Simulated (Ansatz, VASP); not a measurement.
**Ta in VASP and in Ansatz**

Contents of INCAR:

```
SYSTEM = Ta
  ALGO = Normal
  EDIFF = 1E-7
  ENCUT = 520
  GGA = PE
  ISIF = 2
  ISMEAR = 0
  LASPH = .TRUE.
  LCHARG = .TRUE.
  LELF = .TRUE.
  LREAL = .FALSE.
  LVHAR = .TRUE.
  LWAVE = .FALSE.
  NBANDS = 12
  NELM = 80
  PREC = Accurate
  SIGMA = 0.15
```

KPOINTS

```
k-points
0
G
  20 20 20
  0 0 0
```

File POSCAR:

```
Ta
1.0
   -1.4149287748      1.4149287748      2.2827045924
    1.4149287748     -1.4149287748      2.2827045924
    1.4149287748      1.4149287748     -2.2827045924
Ta
1
Direct
    0.0000000000      0.0000000000      0.0000000000
```

Input for Ansatz:

```yaml
crystal:
  lattice:
    - [-1.4149287748, 1.4149287748, 2.2827045924]
    - [1.4149287748, -1.4149287748, 2.2827045924]
    - [1.4149287748, 1.4149287748, -2.2827045924]
  atoms:
    - { symbol: Ta, position: [0.0, 0.0, 0.0] }
basis:
  ecutwfc: 420
kpoints:
  mp_grid: { grid: [20, 20, 20] }
hamiltonian:
  xc: pbe
  pseudopotentials: { kind: paw, azcp: { folder: soft_1 } }
scf:
  occupations: { method: gaussian, width: 0.15 }
output:
  forces: true
  stress: true
  eigenvalues: true
```

Alike in both runs: task single point; functional PBE; k mesh 20 × 20 × 20; occupations gaussian, width 0.15 eV; no spin polarisation.

```csv
,VASP,Ansatz
version,VASP 6.6.1,Ansatz 0.2.0
potentials or method,"VASP PAW PBE potentials, release 64 (Ta_pv), cutoff 520 eV","scalar-relativistic, plane waves, PAW"
valence electrons in the cell,11,13
```

```csv
,VASP,Ansatz,Ansatz less VASP
gap on the k mesh at the Fermi level (eV),none,none,-
pressure (GPa),4.1,4.0,-0.08
"traceless stress, the component that is largest in VASP (GPa)",4.97,4.97,+0.001
```

A gap of «none» marks a metal or a gap that the smearing closes. VASP's potentials hold 11 valence electrons a cell and Ansatz's 13, so a difference there can come from the potentials and not from the codes.

Neither program's run includes spin-orbit coupling.
